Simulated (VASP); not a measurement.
# Pd (I4/mmm) in VASP: a series of runs

Pd is run at these levels: PBE; tasks: single point.

All numbers are computed with VASP 6.6.1; they aren't measurements. Logs are shortened: lines on timing, memory, paths and dates and some standing lists are left out, and cuts for length are marked.

## Step 1: The cell of the first run

It takes space group I4/mmm (No. 139, tetragonal). The conventional cell has a = 2.664 Å, b = 2.664 Å, c = 4.145 Å, α = 90.00°, β = 90.00°, γ = 90.00°. Within 3.5 Å of Pd (site symmetry 4/mmm) lie 12 Pd at 2.66 to 2.80 Å.

## Step 2: Single point, PBE

INCAR reads:

```
PREC     = Accurate       # precision mode
ENCUT    = 520            # plane-wave cutoff, eV
EDIFF    = 1E-6           # SCF threshold, eV
ISMEAR   = 0              # smearing method
SIGMA    = 0.15           # smearing width, eV
LREAL    = False          # projectors in reciprocal space
LASPH    = True           # aspherical terms in the spheres
NELM     = 60             # most SCF steps
ALGO     = Fast           # electronic algorithm
ISIF     = 2              # what is computed and relaxed
LWAVE    = False          # write WAVECAR
LCHARG   = False          # write CHGCAR
GGA      = PE             # functional
NBANDS   = 11             # bands
```

KPOINTS reads:

```
regular mesh
0
Gamma
  24 24 24
```

POSCAR reads:

```
Pd
1.0
    0.0000000000      1.8840816275      2.0724897903
    1.8840816275      0.0000000000      2.0724897903
    1.8840816275      1.8840816275      0.0000000000
Pd
1
Direct
    0.0000000000      0.0000000000      0.0000000000
```

Potentials or basis: VASP PAW PBE potentials, release 64 (Pd).

The run is started by

```bash
$ cat potpaw_PBE.64/Pd/POTCAR > POTCAR
$ mpirun -np 1 vasp_std > vasp.out
```

OUTCAR:

```text
PREC = Accurate
   ENCUT = 520
   EDIFF = 1E-6
   ISMEAR = 0
   LREAL = False
   LASPH = True
   NELM = 60
   ISIF = 2
   GGA = PE

 ion  position               nearest neighbor table
   1  0.000  0.000  0.000-

  LATTYP: Found a body centered tetragonal cell.
 ALAT       =     2.6644937902
 C/A-ratio  =     1.5556349186

  Lattice vectors:

 A1 = (  -1.8840816275,   0.0000000000,   2.0724897903)
 A2 = (   1.8840816275,   0.0000000000,   2.0724897903)
 A3 = (   0.0000000000,   1.8840816275,  -2.0724897903)

Analysis of symmetry for initial positions (statically):
=====================================================================
 Subroutine PRICEL returns:
 Original cell was already a primitive cell.

 Routine SETGRP: Setting up the symmetry group for a
 body centered tetragonal supercell.

 Subroutine GETGRP returns: Found 16 space group operations
 (whereof 16 operations were pure point group operations)
 out of a pool of 16 trial point group operations.

The static configuration has the point symmetry D_4h.

Analysis of symmetry for dynamics (positions and initial velocities):
=====================================================================
 Subroutine PRICEL returns:
 Original cell was already a primitive cell.

 Routine SETGRP: Setting up the symmetry group for a
 body centered tetragonal supercell.

 Subroutine GETGRP returns: Found 16 space group operations
 (whereof 16 operations were pure point group operations)
 out of a pool of 16 trial point group operations.

The dynamic configuration has the point symmetry D_4h.

 Subroutine INISYM returns: Found 16 space group operations
 (whereof 16 operations are pure point group operations),
 and found     1 'primitive' translations

----------------------------------------------------------------------------------------

                                     Primitive cell

  volume of cell :      14.7137

  direct lattice vectors                    reciprocal lattice vectors
     0.000000000  1.884081628  2.072489790    -0.265381283  0.265381283  0.241255712
     1.884081628  0.000000000  2.072489790     0.265381283 -0.265381283  0.241255712
     1.884081628  1.884081628  0.000000000     0.265381283  0.265381283 -0.241255712

  length of vectors
     2.800888700  2.800888700  2.664493790     0.446160027  0.446160027  0.446160027

  position of ions in fractional coordinates (direct lattice)
[... 83 lines left out ...]
   ISIF   =      2    stress and relaxation
   ISYM   =      2    0-nonsym 1-usesym 2-fastsym
   POTIM  = 0.5000    time-step for ionic-motion
   TEBEG  =    0.0;   TEEND  =   0.0 temperature during run
   PSTRESS=    0.0 pullay stress
   NELECT =      10.0000    total number of electrons
   NUPDOWN=      -1.0000    fix difference up-down
   EMIN   =  10.00;   EMAX   =-10.00  energy-range for DOS
   EFERMI =   0.00;   METHOD = LEGACY
   ISMEAR =     0;   SIGMA  =   0.15  broadening in eV -4-tet -1-fermi 0-gaus
   EFERMI_NEDOS =   21; number of points for ismear=-14 and -15
   IALGO  =     68    algorithm
   IMIX   =      4    mixing-type and parameters
     AMIX     =   0.40;   BMIX     =  1.00
     AMIX_MAG =   1.60;   BMIX_MAG =  1.00
  volume/ion in A,a.u.               =      14.71        99.29
  Fermi-wavevector in a.u.,A,eV,Ry     =   1.439354  2.719984 28.187725  2.071739
  Thomas-Fermi vector in A             =   2.558219
   LORBIT       =      0    0 simple, 1 ext, 2 COOP (PROOUT), +10 PAW based schemes
   GGA     = PE    functional components
   LHFCALC =     F    Hartree Fock is set to
   AEXX    =    0.0000 exact exchange contribution
   IVDW    =     0    specifies the selected vdW correction
   LEPSILON=     F    determine dielectric tensor
   LRPA    =     F    only Hartree local field effects (RPA)
 non-spin polarized calculation
 RMM-DIIS sequential band-by-band and
 Gauss-broadening in eV      SIGMA  =   0.15
  energy-cutoff  :      520.00
  volume of cell :       14.71
 maximum number of plane-waves:       410
 NGX is ok and might be reduce to    24

 number of electron      10.0000000 magnetization

 Free energy of the ion-electron system (eV)
  ---------------------------------------------------
  ext. energy  EPLUGINS =         0.00000000
  ---------------------------------------------------
  free energy    TOTEN  =        -5.19808228 eV

  energy without entropy =       -5.17488166  energy(sigma->0) =       -5.18648197

 E-fermi :   9.8216     XC(G=0): -13.1973

 val. band max:        9.8214517508   @ k =  -0.2917  -0.0000   0.0833
 cond. band min:       9.8235419575   @ k =  -0.4583   0.0833   0.1667
 fundamental gap:      0.0020902067
 Fermi energy:         9.8215903331

 k-point     1 :       0.0000    0.0000    0.0000
  band No.  band energies     occupation
      1       2.6704      2.00000
      2       6.3783      2.00000
      3       7.3315      2.00000
      4       7.3315      2.00000
      5       8.0635      2.00000
      6       9.0459      2.00000
      7      27.1718      0.00000
      8      30.3667      0.00000
      9      32.5686      0.00000
     10      32.5686      0.00000
     11      36.9247      0.00000
[... 309 lines left out ...]
 k-point    24 :       0.4583    0.0417    0.0000
  band No.  band energies     occupation
      1       4.5827      2.00000
      2       6.5158      2.00000
      3       7.4198      2.00000
      4       9.4206      1.99984
      5       9.6170      1.94628
      6      10.7309      0.00000
      7      17.9595      0.00000
      8      26.1434      0.00000
      9      30.5849      0.00000
     10      31.8608      0.00000
     11      36.0035      0.00000

 [... further k-points ...]

------------------------ aborting loop because EDIFF is reached ----------------------------------------

  FORCE on cell =-STRESS in cart. coord.  units (eV):
  Direction    XX          YY          ZZ          XY          YZ          ZX
  --------------------------------------------------------------------------------------
  -------------------------------------------------------------------------------------
  Total        0.9721412      0.9721412      0.2867494      0.0000000      0.0000000     -0.0000000
  in kB      105.8566423    105.8566423     31.2241935      0.0000000      0.0000000     -0.0000000
  external PRESSURE =      80.9791594 kB  Pullay stress =       0.0000000 kB

 VOLUME and BASIS-vectors are now :
 -----------------------------------------------------------------------------
  energy-cutoff  :      520.00
  volume of cell :       14.71
      direct lattice vectors                 reciprocal lattice vectors
     0.000000000  1.884081628  2.072489790    -0.265381283  0.265381283  0.241255712
     1.884081628  0.000000000  2.072489790     0.265381283 -0.265381283  0.241255712
     1.884081628  1.884081628  0.000000000     0.265381283  0.265381283 -0.241255712

 POSITION                                       TOTAL-FORCE (eV/Angst)
 -----------------------------------------------------------------------------------
      0.00000      0.00000      0.00000         0.000000      0.000000      0.000000
 -----------------------------------------------------------------------------------
    total drift:                                0.000000      0.000000     -0.000000

  FREE ENERGIE OF THE ION-ELECTRON SYSTEM (eV)
  ---------------------------------------------------
  free  energy   TOTEN  =        -5.1980822806 eV

  energy  without entropy=       -5.1748816562  energy(sigma->0) =       -5.18648197
```

Run time: 49 s. Hardware: 1 thread of Intel Xeon 6975P-C (Granite Rapids), shared host; peak memory 0.28 GiB.

What came out:

```yaml
Free_energy: -5.1981 eV
Pressure: 8.1 GPa
Band_gap_on_the_k_mesh: zero (band 5 reaches 10.48 eV, above the bottom of band 6 at 8.61 eV)
```

Stress tensor (GPa, compression positive):
```
10.59  0.00  0.00
 0.00 10.59  0.00
 0.00  0.00  3.12
```

## Step 3: Single point, PBE

This run uses another cell than the first one, of the same volume but with other edges.

INCAR reads:

```
SYSTEM = Pd
PREC = Accurate
ENCUT = 520
EDIFF = 1E-6
ISMEAR = 0
SIGMA = 0.15
LREAL = .FALSE.
LASPH = .TRUE.
NELM = 60
ALGO = Fast
ISIF = 2
LWAVE = .FALSE.
LCHARG = .FALSE.
GGA = PE
NBANDS = 11
```

KPOINTS reads:

```
Automatic mesh
0
G
  24 24 24
  0 0 0
```

POSCAR reads:

```
Pd
1.0
    0.0000000000      2.2452230429      1.4593949779
    2.2452230429      0.0000000000      1.4593949779
    2.2452230429      2.2452230429      0.0000000000
Pd
1
Direct
    0.0000000000      0.0000000000      0.0000000000
```

Potentials or basis: VASP PAW PBE potentials, release 64 (Pd).

The run is started by

```bash
$ cat potpaw_PBE.64/Pd/POTCAR > POTCAR
$ mpirun -np 1 vasp_std > vasp.out
```

Wall time 57 s (1 thread of Intel Xeon 6975P-C (Granite Rapids), shared host); peak memory 0.28 GiB.

The run converged. Its results:

```yaml
Free_energy: -5.1657 eV
Pressure: 8.8 GPa
Band_gap_on_the_k_mesh: zero (band 5 reaches 10.42 eV, above the bottom of band 6 at 8.77 eV)
```

Stress tensor (GPa, compression positive):
```
9.06 0.00 0.00
0.00 9.06 0.00
0.00 0.00 8.30
```

Levels at points of the mesh, in eV from the Fermi level:
```csv
k point,band 2,band 3,band 4,band 5,band 6,band 7,band 8,band 9
"(0.00, 0.00, 0.00)",-3.36,-2.73,-2.73,-1.41,-0.67,18.85,18.85,20.65
"(0.50, 0.00, 0.00)",-4.39,-1.06,-0.37,0.60,1.64,8.34,14.85,17.22
"(0.50, 0.50, 0.00)",-5.26,0.16,0.16,0.34,8.40,8.40,11.12,16.85
"(0.50, 0.00, 0.50)",-3.70,-1.56,-0.94,0.52,1.01,7.39,15.93,19.43
```

## Step 4: Single point, PBE

This run uses another cell than the first one, of the same volume but with other edges.

INCAR reads:

```
PREC = Accurate ; ENCUT = 520
EDIFF = 1E-6 ; ISMEAR = 0
SIGMA = 0.15 ; LREAL = False
LASPH = True ; NELM = 80
ALGO = Fast ; ISIF = 2
LWAVE = False ; LCHARG = True
GGA = PE ; LELF = True
LVHAR = True ; NBANDS = 11
```

KPOINTS reads:

```
regular mesh
0
Gamma
  24 24 24
```

POSCAR reads:

```
Pd
1.0
    0.0000000000      1.6990266459      2.5485399688
    1.6990266459      0.0000000000      2.5485399688
    1.6990266459      1.6990266459      0.0000000000
Pd
1
Direct
    0.0000000000      0.0000000000      0.0000000000
```

The run is started by

```bash
$ cat potpaw_PBE.64/Pd/POTCAR > POTCAR
$ mpirun -np 1 vasp_std > vasp.out
```

Wall time 49 s (1 thread of Intel Xeon 6975P-C (Granite Rapids), shared host); peak memory 0.28 GiB.

Results (log left out):

| Property | Result |
| --- | --- |
| Free energy | -4.5485 eV |
| Pressure | 30.2 GPa |
| Band gap on the k mesh | zero (band 5 reaches 12.07 eV, above the bottom of band 6 at 8.85 eV) |

Stress tensor (GPa, compression positive):
```
 52.71   0.00   0.00
  0.00  52.71   0.00
  0.00   0.00 -14.93
```

Levels at points of the mesh, in eV from the Fermi level:
```tsv
k point	band 1	band 2	band 3	band 4	band 5	band 6	band 7	band 8	band 9	band 10
(0.00, 0.00, 0.00)	-7.20	-5.58	-3.88	-1.08	-1.08	0.39	15.21	19.53	24.45	24.86
(0.50, 0.00, 0.00)	-5.33	-4.59	-1.82	-0.11	-0.10	1.44	8.34	12.61	21.60	22.88
(0.50, 0.50, 0.00)	-6.02	-5.86	-0.45	0.07	0.07	0.52	4.50	18.94	18.94	26.07
(0.50, 0.00, 0.50)	-6.24	-4.54	-1.89	-0.49	2.13	6.59	11.57	12.91	14.51	19.89
```

## Step 5: Overview

```tsv
cell	gap on the mesh (eV)	pressure (GPa)
a = 2.801, b = 2.801, c = 2.664 Å, angles 61.6, 61.6, 56.8°, 1 atom	none	8.1
a = 2.678, b = 2.678, c = 3.175 Å, angles 53.6, 53.6, 72.7°, 1 atom	none	8.8
a = 3.063, b = 3.063, c = 2.403 Å, angles 66.9, 66.9, 46.2°, 1 atom	none	30.2
```

Alike in all rows: task single point; level PBE; potentials or basis VASP PAW PBE potentials, release 64 (Pd); no spin polarisation; k mesh 24 × 24 × 24; cutoff (eV) 520; smearing gaussian 0.15 eV.

Total energies depend on the potentials used, so only differences within one code and one set of settings carry meaning.
